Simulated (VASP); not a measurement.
Runs of VASP 6.6.1 on AlO2. The structure is that of space group P4/mmm (No. 123), or close to it. The cells are those of the table. 

```csv
task,spin,cell,k mesh,cutoff (eV),gap on the mesh (eV),pressure (GPa),relaxed volume (Å³/atom),largest force (eV/Å)
single point,off,"a = 3.113, b = 3.113, c = 4.766 Å, 3 atoms",6 × 6 × 4,520,none,0.3,-,0.21
relaxation of cell and atoms,off,"relaxed from a = 3.113, b = 3.113, c = 4.766 Å, 3 atoms",14 × 14 × 10,600,none,0.0,15.53,-
single point,off,"a = 3.137, b = 3.137, c = 4.765 Å, 3 atoms",14 × 14 × 10,520,none,0.3,-,0.21
single point,"collinear, ferromagnetic start","a = 3.113, b = 3.113, c = 4.766 Å, 3 atoms",6 × 6 × 4,520,none,0.3,-,0.21
relaxation of cell and atoms,off,"relaxed from a = 3.119, b = 3.119, c = 4.762 Å, 3 atoms",6 × 6 × 4,600,none,-0.1,(a),0.02
```

Alike in all rows: level PBE; potentials or basis VASP PAW PBE potentials, release 64 (Al, O); smearing gaussian 0.1 eV.

Problem. Estimate the missing entries.

Solution. (a) 15.45.

Caveats: an odd number of electrons without spin polarisation forces a metal (some runs); a magnetic or distorted state may lie lower (some runs).

A gap of «none» marks levels without a gap at the run's occupations.
